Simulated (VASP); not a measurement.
# Nb4H: single point with LDA

Slab: Nb4H, a slab with vacuum.

```
CELL_PARAMETERS angstrom
2.92702 0.00000 0.00000
0.00000 4.13943 0.00000
0.00000 0.00000 21.25767
ATOMIC_POSITIONS crystal
Nb 0.50000 0.50000 0.18817
Nb 0.00000 0.00000 0.25701
Nb 0.50000 0.50000 0.33064
Nb 0.00000 0.00000 0.38846
H 0.00000 0.50000 0.40257
```

```
Program                : VASP 6.6.1
Task                   : single point
Functional             : LDA
Potentials or basis    : VASP PAW LDA potentials, release 64 (Nb_sv, H)
Cutoff                 : 520 eV
k mesh                 : 9 × 7 × 1
Occupations            : gaussian, width 0.1 eV
Spin                   : no spin polarisation
Dipole correction      : yes
Further INCAR settings : ALGO = Normal; EDIFF = 1e-07; NBANDS = 34
```

```yaml
Largest_force: 1.457 eV/Å
```

Forces in eV/Å, atoms in the order of the input:
```
Nb   0.000  0.000  1.457
Nb   0.000  0.000 -1.269
Nb   0.000  0.000  0.109
Nb   0.000  0.000  0.291
H    0.000  0.000 -0.589
```

Levels at points of the mesh, in eV from the Fermi level:
| k point | band 23 | band 24 | band 25 | band 26 | band 27 | band 28 | band 29 | band 30 |
| --- | --- | --- | --- | --- | --- | --- | --- | --- |
| (0.00, 0.00, 0.00) | -1.02 | -0.57 | -0.49 | -0.33 | 0.19 | 0.21 | 0.40 | 0.92 |

Run time: 2.9 min on 1 thread of Intel(R) Xeon(R) 6975P-C (Granite Rapids) (shared host), peak memory 0.35 GiB.
